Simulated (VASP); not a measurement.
# SiC (k07) in VASP: notebook

Runs on SiC (k07). Level: PBEsol. Tasks: single point.

Program: VASP 6.6.1. These are calculated values, not measurements. Logs are shortened: lines on timing, memory, paths and dates and some standing lists are left out, and cuts for length are marked.

## Step 1: The cell of the first run

Symmetry: P6_3mc, No. 186, hexagonal system. Conventional cell: a = 3.076 Å, b = 3.076 Å, c = 5.048 Å, α = 90.00°, β = 90.00°, γ = 120.00°. Si (site symmetry 3m) has 3 C at 1.78 Å within 2.4 Å. C (site symmetry 3m) has 3 Si at 1.78 Å within 2.4 Å.

## Step 2: Single point, PBEsol

INCAR

```
SYSTEM = SiC
PREC     = Accurate       ! precision mode
ENCUT    = 520            ! plane-wave cutoff, eV
EDIFF    = 1E-6           ! SCF threshold, eV
ISMEAR   = 0              ! smearing method
SIGMA    = 0.01           ! smearing width, eV
LREAL    = .FALSE.        ! projectors in reciprocal space
LASPH    = .TRUE.         ! aspherical terms in the spheres
NELM     = 60             ! most SCF steps
ALGO     = Normal         ! electronic algorithm
ISIF     = 2              ! what is computed and relaxed
LWAVE    = .FALSE.        ! write WAVECAR
LCHARG   = .FALSE.        ! write CHGCAR
GGA      = PS             ! functional
NBANDS   = 16             ! bands
```

KPOINTS

```
Automatic mesh
0
G
  15 15 8
  0 0 0
```

POSCAR

```
SiC
1.0
    3.0759807156      0.0000000000      0.0000000000
   -1.5379903578      2.6638774413      0.0000000000
    0.0000000000      0.0000000000      5.0478465815
Si C
2 2
Direct
    0.3333333333      0.6666666667     -0.0562910099
    0.6666666667      0.3333333333      0.4437089901
    0.3333333333      0.6666666667      0.4312910099
    0.6666666667      0.3333333333      0.9312910099
```

Potentials or basis: VASP PAW PBE potentials, release 64 (Si, C).

Started as:

```sh
$ cat potpaw_PBE.64/Si/POTCAR potpaw_PBE.64/C/POTCAR > POTCAR
$ mpirun -np 1 vasp_std > vasp.out
```

OUTCAR:

```text
SYSTEM = SiC
   PREC = Accurate
   ENCUT = 520
   EDIFF = 1E-6
   ISMEAR = 0
   LREAL = .FALSE.
   LASPH = .TRUE.
   NELM = 60
   ISIF = 2
   GGA = PS

 ion  position               nearest neighbor table
   1  0.333  0.667  0.944-   4 1.78   4 1.78   4 1.78   3 2.46   3 2.59   2 3.09   2 3.09   2 3.09
                             2 3.09   2 3.09   2 3.09
   2  0.667  0.333  0.444-   3 1.78   3 1.78   3 1.78   4 2.46   4 2.59   1 3.09   1 3.09   1 3.09
                             1 3.09   1 3.09   1 3.09
   3  0.333  0.667  0.431-   2 1.78   2 1.78   2 1.78   1 2.46   1 2.59
   4  0.667  0.333  0.931-   1 1.78   1 1.78   1 1.78   2 2.46   2 2.59

  LATTYP: Found a hexagonal cell.
 ALAT       =     3.0759807156
 C/A-ratio  =     1.6410527400

  Lattice vectors:

 A1 = (   3.0759807156,   0.0000000000,   0.0000000000)
 A2 = (  -1.5379903578,   2.6638774413,   0.0000000000)
 A3 = (   0.0000000000,   0.0000000000,   5.0478465815)

Analysis of symmetry for initial positions (statically):
=====================================================================
 Subroutine PRICEL returns:
 Original cell was already a primitive cell.

 Routine SETGRP: Setting up the symmetry group for a
 hexagonal supercell.

 Subroutine GETGRP returns: Found 12 space group operations
 (whereof  6 operations were pure point group operations)
 out of a pool of 24 trial point group operations.

The static configuration has the point symmetry C_3v.
 The point group associated with its full space group is C_6v.

Analysis of symmetry for dynamics (positions and initial velocities):
=====================================================================
 Subroutine PRICEL returns:
 Original cell was already a primitive cell.

 Routine SETGRP: Setting up the symmetry group for a
 hexagonal supercell.

 Subroutine GETGRP returns: Found 12 space group operations
 (whereof  6 operations were pure point group operations)
 out of a pool of 24 trial point group operations.

The dynamic configuration has the point symmetry C_3v.
 The point group associated with its full space group is C_6v.

 Subroutine INISYM returns: Found 12 space group operations
 (whereof  6 operations are pure point group operations),
 and found     1 'primitive' translations

----------------------------------------------------------------------------------------

                                     Primitive cell

  volume of cell :      41.3622

  direct lattice vectors                    reciprocal lattice vectors
     3.075980716  0.000000000  0.000000000     0.325099567  0.187696323  0.000000000
    -1.537990358  2.663877441  0.000000000     0.000000000  0.375392646  0.000000000
     0.000000000  0.000000000  5.047846581     0.000000000  0.000000000  0.198104278

  length of vectors
     3.075980716  3.075980716  5.047846581     0.375392646  0.375392646  0.198104278

  position of ions in fractional coordinates (direct lattice)
     0.333333333  0.666666667  0.943708990
     0.666666667  0.333333333  0.443708990
     0.333333333  0.666666667  0.431291010
     0.666666667  0.333333333  0.931291010

  ion indices of the primitive-cell ions
   primitive index   ion index
                 1           1
                 2           2
                 3           3
                 4           4

----------------------------------------------------------------------------------------

 KPOINTS: Automatic mesh

Automatic generation of k-mesh.
 Grid dimensions read from file:
 generate k-points for:   15   15    8

 Generating k-lattice:

  Cartesian coordinates                     Fractional coordinates (reciprocal lattice)
     0.021673304  0.012513088  0.000000000     0.066666667  0.000000000  0.000000000
     0.000000000  0.025026176  0.000000000     0.000000000  0.066666667  0.000000000
     0.000000000  0.000000000  0.024763035     0.000000000  0.000000000  0.125000000

  Length of vectors
     0.025026176  0.025026176  0.024763035

  Shift w.r.t. Gamma in fractional coordinates (k-lattice)
     0.000000000  0.000000000  0.000000000

 Subroutine IBZKPT returns following result:
 ===========================================

 Found    135 irreducible k-points:

 Following reciprocal coordinates:
            Coordinates               Weight
  0.000000  0.000000  0.000000      1.000000
  0.066667  0.000000  0.000000      6.000000
  0.133333 -0.000000  0.000000      6.000000
  0.200000  0.000000  0.000000      6.000000
  0.266667 -0.000000  0.000000      6.000000
  0.333333  0.000000  0.000000      6.000000
[... 16 lines left out ...]
  0.333333  0.200000  0.000000     12.000000
  0.400000  0.200000  0.000000      6.000000
 [... further k-points ...]
   k-points           NKPTS =    135   k-points in BZ     NKDIM =    135   number of bands    NBANDS=     16
   number of dos      NEDOS =    301   number of ions     NIONS =      4
   total plane-waves  NPLWV =  23040
   dimension x,y,z NGX =    24 NGY =   24 NGZ =   40
   dimension x,y,z NGXF=    48 NGYF=   48 NGZF=   80
   ions per type =               2   2
   NGX,Y,Z   is equivalent  to a cutoff of  12.97, 12.97, 13.17 a.u.
   NGXF,Y,Z  is equivalent  to a cutoff of  25.94, 25.94, 26.35 a.u.
 SYSTEM =  SiC
   PREC   = accura    normal or accurate (medium, high low for compatibility)
   ISTART =      0    job   : 0-new  1-cont  2-samecut
   ICHARG =      2    charge: 1-file 2-atom 10-const
   ISPIN  =      1    spin polarized calculation?
   LNONCOLLINEAR =      F non collinear calculations
   LSORBIT =      F    spin-orbit coupling
   LASPH  =      T    aspherical Exc in radial PAW
   ENCUT  =  520.0 eV  38.22 Ry    6.18 a.u.   5.72  5.72  9.39*2*pi/ulx,y,z
   NELM   =     60;   NELMIN=  2; NELMDL= -5     # of ELM steps
   EDIFF  = 0.1E-05   stopping-criterion for ELM
   LREAL  =      F    real-space projection
   EDIFFG = 0.1E-04   stopping-criterion for IOM
   NSW    =      0    number of steps for IOM
   IBRION =     -1    ionic relax: 0-MD 1-quasi-New 2-CG
   NFREE  =      0    steps in history (QN), initial steepest desc. (CG)
   ISIF   =      2    stress and relaxation
   ISYM   =      2    0-nonsym 1-usesym 2-fastsym
   POTIM  = 0.5000    time-step for ionic-motion
   TEBEG  =    0.0;   TEEND  =   0.0 temperature during run
   PSTRESS=    0.0 pullay stress
   NELECT =      16.0000    total number of electrons
   NUPDOWN=      -1.0000    fix difference up-down
   EMIN   =  10.00;   EMAX   =-10.00  energy-range for DOS
   EFERMI =   0.00;   METHOD = LEGACY
   ISMEAR =     0;   SIGMA  =   0.01  broadening in eV -4-tet -1-fermi 0-gaus
   EFERMI_NEDOS =   21; number of points for ismear=-14 and -15
   IALGO  =     38    algorithm
   IMIX   =      4    mixing-type and parameters
     AMIX     =   0.40;   BMIX     =  1.00
     AMIX_MAG =   1.60;   BMIX_MAG =  1.00
  volume/ion in A,a.u.               =      10.34        69.78
  Fermi-wavevector in a.u.,A,eV,Ry     =   1.192834  2.254130 19.359103  1.422854
  Thomas-Fermi vector in A             =   2.328863
   LORBIT       =      0    0 simple, 1 ext, 2 COOP (PROOUT), +10 PAW based schemes
   GGA     = PS    functional components
   LHFCALC =     F    Hartree Fock is set to
   AEXX    =    0.0000 exact exchange contribution
   IVDW    =     0    specifies the selected vdW correction
   LEPSILON=     F    determine dielectric tensor
   LRPA    =     F    only Hartree local field effects (RPA)
 non-spin polarized calculation
 Gauss-broadening in eV      SIGMA  =   0.01
  energy-cutoff  :      520.00
  volume of cell :       41.36
 maximum number of plane-waves:      1126
 NGX is ok and might be reduce to    24
   NGX = 11   NGY = 11   NGZ = 19

 number of electron      16.0000000 magnetization

 Free energy of the ion-electron system (eV)
  ---------------------------------------------------
  ext. energy  EPLUGINS =         0.00000000
  ---------------------------------------------------
  free energy    TOTEN  =       -29.94984783 eV

  energy without entropy =      -29.94984783  energy(sigma->0) =      -29.94984783

 E-fermi :  10.0261     XC(G=0): -11.4865

 val. band max:        9.9483739864   @ k =   0.0000   0.0000   0.0000
 cond. band min:      10.5931083285   @ k =   0.4667   0.0000   0.0000
 fundamental gap:      0.6447343421
 Fermi energy:        10.0260980886

 k-point     1 :       0.0000    0.0000    0.0000
  band No.  band energies     occupation
      1      -7.4832      2.00000
      2      -4.3244      2.00000
      3       0.5004      2.00000
      4       6.0728      2.00000
      5       6.0728      2.00000
      6       7.1260      2.00000
[... 8 lines left out ...]
     15      16.7689      0.00000
     16      18.3485      0.00000

 k-point     2 :       0.0667    0.0000    0.0000
  band No.  band energies     occupation
      1      -7.4055      2.00000
      2      -4.2557      2.00000
      3       0.5795      2.00000
      4       5.6686      2.00000
      5       5.9508      2.00000
      6       6.8629      2.00000
[... 8 lines left out ...]
     15      16.5546      0.00000
     16      18.7450      0.00000

 k-point     3 :       0.1333   -0.0000    0.0000
  band No.  band energies     occupation
      1      -7.1735      2.00000
      2      -4.0523      2.00000
      3       0.8156      2.00000
      4       4.6711      2.00000
      5       5.6440      2.00000
      6       6.1585      2.00000
[... 8 lines left out ...]
     15      17.2108      0.00000
     16      19.2440      0.00000

 k-point     4 :       0.2000    0.0000    0.0000
  band No.  band energies     occupation
      1      -6.7911      2.00000
      2      -3.7235      2.00000
      3       1.2046      2.00000
      4       3.4082      2.00000
      5       5.1893      2.00000
      6       5.2611      2.00000
[... 8 lines left out ...]
     15      18.1944      0.00000
     16      18.5012      0.00000
[... 324 lines left out ...]
 k-point    22 :       0.2667    0.2000    0.0000
  band No.  band energies     occupation
      1      -4.7858      2.00000
      2      -2.3689      2.00000
      3       0.6460      2.00000
      4       2.0334      2.00000
      5       3.0880      2.00000
      6       3.2549      2.00000
[... 8 lines left out ...]
     15      17.4163      0.00000
     16      20.8937      0.00000

 k-point    23 :       0.3333    0.2000    0.0000
  band No.  band energies     occupation
      1      -4.0676      2.00000
      2      -2.3624      2.00000
      3       0.3038      2.00000
      4       1.5968      2.00000
      5       2.4374      2.00000
      6       3.9846      2.00000
[... 8 lines left out ...]
     15      18.1942      0.00000
     16      21.2017      0.00000

 k-point    24 :       0.4000    0.2000    0.0000
  band No.  band energies     occupation
      1      -3.6320      2.00000
      2      -2.5806      2.00000
      3       0.3147      2.00000
      4       1.3740      2.00000
      5       2.1846      2.00000
      6       4.2317      2.00000
[... 8 lines left out ...]
     15      18.5908      0.00000
     16      21.1880      0.00000

 [... further k-points ...]
[... 5 lines left out ...]
  --------------------------------------------------------------------------------------
  -------------------------------------------------------------------------------------
  Total        4.4327392      4.4327392     -0.2417396      0.0000000     -0.0000000      0.0000000
  in kB      171.7033510    171.7033510     -9.3638494      0.0000000     -0.0000000      0.0000000
  external PRESSURE =     111.3476175 kB  Pullay stress =       0.0000000 kB

 VOLUME and BASIS-vectors are now :
 -----------------------------------------------------------------------------
  energy-cutoff  :      520.00
  volume of cell :       41.36
      direct lattice vectors                 reciprocal lattice vectors
     3.075980716  0.000000000  0.000000000     0.325099567  0.187696323  0.000000000
    -1.537990358  2.663877441  0.000000000     0.000000000  0.375392646  0.000000000
     0.000000000  0.000000000  5.047846581     0.000000000  0.000000000  0.198104278

 POSITION                                       TOTAL-FORCE (eV/Angst)
 -----------------------------------------------------------------------------------
     -0.00000      1.77592      4.76370        -0.000000      0.000000      0.645576
      1.53799      0.88796      2.23977         0.000000     -0.000000      0.645576
     -0.00000      1.77592      2.17709        -0.000000      0.000000     -0.645576
      1.53799      0.88796      4.70101         0.000000     -0.000000     -0.645576
 -----------------------------------------------------------------------------------
    total drift:                               -0.000000     -0.000000     -0.000124

  FREE ENERGIE OF THE ION-ELECTRON SYSTEM (eV)
  ---------------------------------------------------
  free  energy   TOTEN  =       -29.9498478334 eV

  energy  without entropy=      -29.9498478334  energy(sigma->0) =      -29.94984783
```

It took 29 s on 1 thread of Intel Xeon 6975P-C (Granite Rapids), shared host; peak memory 0.2 GiB.

What came out:

| Quantity | Value |
| --- | --- |
| Free energy | -29.9498 eV |
| Pressure | 11.1 GPa |
| Largest force | 0.646 eV/Å |
| Band gap on the k mesh | 0.64 eV, indirect (least direct gap 2.66 eV) |

Forces in eV/Å, atoms in the order of the input:
```
Si   0.000  0.000  0.646
Si   0.000  0.000  0.646
C    0.000  0.000 -0.646
C    0.000  0.000 -0.646
```

Levels at points of the mesh, in eV from the valence-band top:
```csv
k point,band 6,band 7,band 8,band 9,band 10,band 11
"(0.00, 0.00, 0.00)",-2.82,-2.82,0.00,2.86,3.92,4.69
"(0.00, 0.00, 0.50)",-3.38,-3.38,-3.38,4.00,4.00,5.24
```

Caveat: the PAW data sets were made with another functional, which shifts forces and pressure a little. As with any semilocal functional, this PBEsol gap is likely too small.

## Step 3: Single point, PBEsol

INCAR

```
SYSTEM = SiC
ALGO = Normal
EDIFF = 1E-6
ENCUT = 520
GGA = PS
ISIF = 2
ISMEAR = 0
LASPH = .True.
LCHARG = .False.
LREAL = .False.
LWAVE = .False.
NBANDS = 16
NELM = 60
PREC = Accurate
SIGMA = 0.01
```

KPOINTS

```
k-points
0
Gamma
  15 15 8
  0 0 0
```

POSCAR

```
SiC
1.0
    3.0759807156      0.0000000000      0.0000000000
   -1.5379903578      2.6638774413      0.0000000000
    0.0000000000      0.0000000000      5.0478465815
Si C
2 2
Direct
    0.3333333333      0.6666666667     -0.0625000000
    0.6666666667      0.3333333333      0.4375000000
    0.3333333333      0.6666666667      0.4375000000
    0.6666666667      0.3333333333      0.9375000000
```

Potentials or basis: VASP PAW PBE potentials, release 64 (Si, C).

Started as:

```sh
$ cat potpaw_PBE.64/Si/POTCAR potpaw_PBE.64/C/POTCAR > POTCAR
$ mpirun -np 1 vasp_std > vasp.out
```

Wall time 26 s (1 thread of Intel Xeon 6975P-C (Granite Rapids), shared host); peak memory 0.2 GiB.

Results (log left out):

```
Free energy            : -29.9091 eV
Pressure               : 11.3 GPa
Band gap on the k mesh : 0.62 eV, indirect (least direct gap 2.63 eV)
```

Stress tensor (GPa, compression positive):
```
17.34  0.00  0.00
 0.00 17.34  0.00
 0.00  0.00 -0.64
```

Levels at points of the mesh, in eV from the valence-band top:
```csv
k point,band 6,band 7,band 8,band 9,band 10,band 11
"(0.00, 0.00, 0.00)",-2.85,-2.85,0.00,2.84,3.90,4.67
"(0.00, 0.00, 0.50)",-3.41,-3.41,-3.41,3.98,3.98,5.22
```

Caveat: the PAW data sets were made with another functional, which shifts forces and pressure a little.
